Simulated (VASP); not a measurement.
A run of VASP 6.6.1 is set up as follows.

Contents of INCAR:

```
SYSTEM = AlC18
  PREC = Accurate
  ENCUT = 520
  EDIFF = 1E-6
  ISMEAR = 0
  SIGMA = 0.05
  LREAL = Auto
  LASPH = .TRUE.
  NELM = 150
  ALGO = Normal
  ISIF = 2
  LWAVE = .FALSE.
  LCHARG = .FALSE.
  ISPIN = 2
  MAGMOM = 0 0 0 0 0 0 0 0 0 0 0 0 0 0 0 0 0 0 1
  LORBIT = 11
  GGA = PE
  IVDW = 12
  NBANDS = 56
```

The input KPOINTS:

```
Automatic mesh
0
G
  2 2 1
  0 0 0
```

The input POSCAR:

```
AlC18
1.0
    7.3980000272     -0.0000000157      0.0000000000
   -3.6990000272      6.4068559843      0.0000000000
    0.0000000000      0.0000000000     11.0000000000
C Al
18 1
Direct
    0.0031976539      0.0026319306      0.0889267735
    0.2268093884      0.1144104915      0.0889104514
    0.0039261299      0.3352963983      0.0890383246
    0.2261238035      0.4463952351      0.0890076945
    0.0031976539      0.6672323899      0.0889267735
    0.2268093884      0.7790655636      0.0889104514
    0.3386212220      0.0026439443      0.0888966261
    0.5605474965      0.1136070816      0.0890877989
    0.3377702065      0.3363511505      0.0891074272
    0.5594488132      0.4463737863      0.0890407069
    0.3377702065      0.6680857227      0.0891074272
    0.5594488132      0.7797416936      0.0890407069
    0.6705690975      0.0019499017      0.0890276345
    0.8922581362      0.1136112305      0.0891591086
    0.6705690975      0.3352858625      0.0890276345
    0.8922581362      0.4453135724      0.0891591086
    0.6694549713      0.6680608190      0.0891859064
    0.8913488870      0.7790077768      0.0889368026
    0.1150560683     -0.1091386325      0.2875026224
```

Potentials or basis: VASP PAW PBE potentials, release 64 (C, Al).

Command:

```console
$ cat potpaw_PBE.64/C/POTCAR potpaw_PBE.64/Al/POTCAR > POTCAR
$ mpirun -np 1 vasp_std > vasp.out
```

Q: Estimate the net moment.

A: 0.00 μB per cell.

Q: Predict the largest force.

A: 0.019 eV/Å.

Q: Predict the dispersion energy per atom.

A: -0.095 eV.

Forces in eV/Å, atoms in the order of the input:
```
C   -0.006 -0.005  0.001
C   -0.008  0.008  0.001
C   -0.005 -0.003 -0.001
C    0.005  0.003  0.001
C   -0.007 -0.003  0.001
C    0.003 -0.011  0.001
C    0.005  0.003  0.000
C    0.003  0.002  0.003
C    0.004 -0.003  0.004
C   -0.003  0.003  0.000
C    0.000  0.005  0.004
C    0.001 -0.004  0.000
C   -0.001 -0.006 -0.001
C    0.001 -0.001 -0.002
C   -0.006  0.002 -0.001
C   -0.001  0.001 -0.002
C    0.001  0.000 -0.002
C    0.016  0.009  0.004
Al  -0.001 -0.001 -0.011
```

Caveat: the k points lie up to 0.49 Å⁻¹ apart.
